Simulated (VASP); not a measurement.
Wanted: the native input for a VASP 6.6.1 run.

| Quantity | Value |
| --- | --- |
| Task | single point |
| Functional | PBE |
| Dispersion | D3(BJ) |
| Potentials or basis | VASP PAW PBE potentials, release 64 (Mo_sv, S) |
| Cutoff | 520 eV |
| k mesh | 12 × 12 × 12 |
| Occupations | gaussian, width 0.05 eV |
| Spin | no spin polarisation |
| Dipole correction | no |
| Further INCAR settings | ALGO = Normal; EDIFF = 1e-06; NBANDS = 20 |

The structure of MoS2 lies in POSCAR:

```
MoS2
1.0
    1.4976506601      0.8646690118      5.9965349799
   -1.4976506601      0.8646690118      5.9965349799
    0.0000000000     -1.7293380236      5.9965349799
Mo S
1 2
Direct
    0.0000172715      0.0000172715      0.0000172715
    0.7535591261      0.7535591261      0.7535591261
    0.5797236023      0.5797236023      0.5797236023
```

This cell differs from its parent crystal: strain -0.0500 x Voigt [1, 1, 0, 0, 0, 0].

The input as run:

INCAR

```
ALGO     = Normal         # electronic algorithm
EDIFF    = 1E-6           # SCF threshold, eV
ENCUT    = 520            # plane-wave cutoff, eV
GGA      = PE             # functional
ISIF     = 2              # what is computed and relaxed
ISMEAR   = 0              # smearing method
IVDW     = 12             # dispersion correction
LASPH    = T              # aspherical terms in the spheres
LCHARG   = T              # write CHGCAR
LELF     = T              # ELF
LREAL    = F              # projectors in reciprocal space
LVHAR    = T            
LWAVE    = F              # write WAVECAR
NBANDS   = 20             # bands
NELM     = 100            # most SCF steps
PREC     = Accurate       # precision mode
SIGMA    = 0.05           # smearing width, eV
```

KPOINTS

```
k-points
0
Gamma
  12 12 12
```

Potentials or basis: VASP PAW PBE potentials, release 64 (Mo_sv, S).

Command:

```bash
$ cat potpaw_PBE.64/Mo_sv/POTCAR potpaw_PBE.64/S/POTCAR > POTCAR
$ mpirun -np 1 vasp_std > vasp.out
```

Results of the run:

The pressure is 19.2 GPa and the largest force is 1.175 eV/Å. The band gap on the k mesh is 0.91 eV, indirect (least direct gap 2.24 eV) and the dispersion energy per atom is -0.489 eV.

Caveat: the cell differs from its parent crystal (strain -0.0500 x Voigt [1, 1, 0, 0, 0, 0]); forces of over 1 eV/Å act on the atoms, so gaps and moduli don't describe the material at rest.

Run time: 5.3 min on 1 thread of Intel(R) Xeon(R) 6975P-C (Granite Rapids) (shared host), peak memory 0.42 GiB.
